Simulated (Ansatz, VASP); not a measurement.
## InO in VASP and in Ansatz

File INCAR:

```
SYSTEM = InO
  PREC = Accurate
  ENCUT = 520
  EDIFF = 1E-6
  ISMEAR = 0
  SIGMA = 0.03
  LREAL = .FALSE.
  LASPH = .TRUE.
  NELM = 100
  ALGO = Normal
  ISIF = 2
  LWAVE = .FALSE.
  LCHARG = .FALSE.
  GGA = PE
  NBANDS = 27
```

File KPOINTS:

```
regular mesh
0
G
  12 12 2
  0 0 0
```

File POSCAR:

```
InO
1.0
    3.4536138013      0.0000000000      0.0000000000
   -1.7268069007      2.9909172868      0.0000000000
    0.0000000000      0.0000000000     15.2420160000
In O
2 2
Direct
    0.6666666667      0.3333333333      0.5900210000
    0.6666666667      0.3333333333      0.4099790000
    0.0000000000      0.0000000000      0.6398670000
    0.0000000000      0.0000000000      0.3601330000
```

Input for Ansatz:

```yaml
crystal:
  lattice:
    - [3.4536138013, 0.0, 0.0]
    - [-1.7268069007, 2.9909172868, 0.0]
    - [0.0, 0.0, 15.242016]
  atoms:
    - { symbol: In, position: [0.6666666667, 0.3333333333, 0.590021] }
    - { symbol: In, position: [0.6666666667, 0.3333333333, 0.409979] }
    - { symbol: O, position: [0.0, 0.0, 0.639867] }
    - { symbol: O, position: [0.0, 0.0, 0.360133] }
basis:
  ecutwfc: 420
kpoints:
  mp_grid: { grid: [12, 12, 2] }
hamiltonian:
  xc: pbe
scf:
  occupations: { method: gaussian, width: 0.03 }
output:
  forces: true
  stress: true
  eigenvalues: true
```

Change from the starting cell: strain +0.000 along x and y, -0.040 along z, atoms carried along.

Alike in both runs: task single point; functional PBE; k mesh 12 × 12 × 2; occupations gaussian, width 0.03 eV; no spin polarisation.

```csv
,VASP,Ansatz
version,VASP 6.6.1,Ansatz 0.2.0
potentials or method,"VASP PAW PBE potentials, release 64 (In_d, O), cutoff 520 eV","scalar-relativistic, plane waves, PAW"
valence electrons in the cell,38,38
```

|  | VASP | Ansatz | Ansatz less VASP |
| --- | --- | --- | --- |
| gap on the k mesh at the Fermi level (eV) | 0.49 | 0.51 | +0.015 |
| least direct gap on the mesh (eV) | 1.16 | 1.17 | +0.010 |
| rms of the force components (eV/Å) | 0.183 | 0.187 | +0.0040 |

Atom by atom the forces differ by 0.020 eV/Å (rms over components). The functional is the same, so the differences come from potentials, cutoffs and numerics.
